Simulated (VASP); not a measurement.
Set up this calculation in VASP 6.6.1, as the native input.

| Quantity | Value |
| --- | --- |
| Task | single point |
| Functional | PBE |
| Potentials or basis | VASP PAW PBE potentials, release 64 (Zn, S) |
| Cutoff | 520 eV |
| k mesh | 9 × 9 × 4 |
| Occupations | gaussian, width 0.05 eV |
| Spin | no spin polarisation |
| Dipole correction | no |
| Further INCAR settings | ALGO = Normal; EDIFF = 1e-06; NBANDS = 26 |

The structure of ZnS lies in POSCAR:

```
ZnS
1.0
    3.8455587367      0.0000000000      0.0000000000
   -1.9227793683      3.3303515577      0.0000000000
    0.0000000000      0.0000000000      6.3037246770
Zn S
2 2
Direct
    0.3333333333      0.6666666667      0.0052003725
    0.6666666667      0.3333333333      0.5052003725
    0.3333333333      0.6666666667      0.3665852179
    0.6666666667      0.3333333333      0.8665852179
```

This cell differs from its parent crystal: atoms shifted along a free coordinate, c/a of the conventional cell at fixed volume 1.6392.

The input as run:

INCAR

```
ALGO     = Normal         # electronic algorithm
EDIFF    = 1E-6           # SCF threshold, eV
ENCUT    = 520            # plane-wave cutoff, eV
GGA      = PE             # functional
ISIF     = 2              # what is computed and relaxed
ISMEAR   = 0              # smearing method
LASPH    = T              # aspherical terms in the spheres
LCHARG   = F              # write CHGCAR
LREAL    = F              # projectors in reciprocal space
LWAVE    = F              # write WAVECAR
NBANDS   = 26             # bands
NELM     = 80             # most SCF steps
PREC     = Accurate       # precision mode
SIGMA    = 0.05           # smearing width, eV
```

KPOINTS

```
k-points
0
Gamma
  9 9 4
```

Potentials or basis: VASP PAW PBE potentials, release 64 (Zn, S).

The run is started by

```sh
$ cat potpaw_PBE.64/Zn/POTCAR potpaw_PBE.64/S/POTCAR > POTCAR
$ mpirun -np 1 vasp_std > vasp.out
```

Results of the run:

```
Pressure               : 0.3 GPa
Largest force          : 0.531 eV/Å
Band gap on the k mesh : 2.04 eV
```

Wall time 100 s on 1 thread of Intel Xeon 8259CL (shared host), peak memory 0.23 GiB.
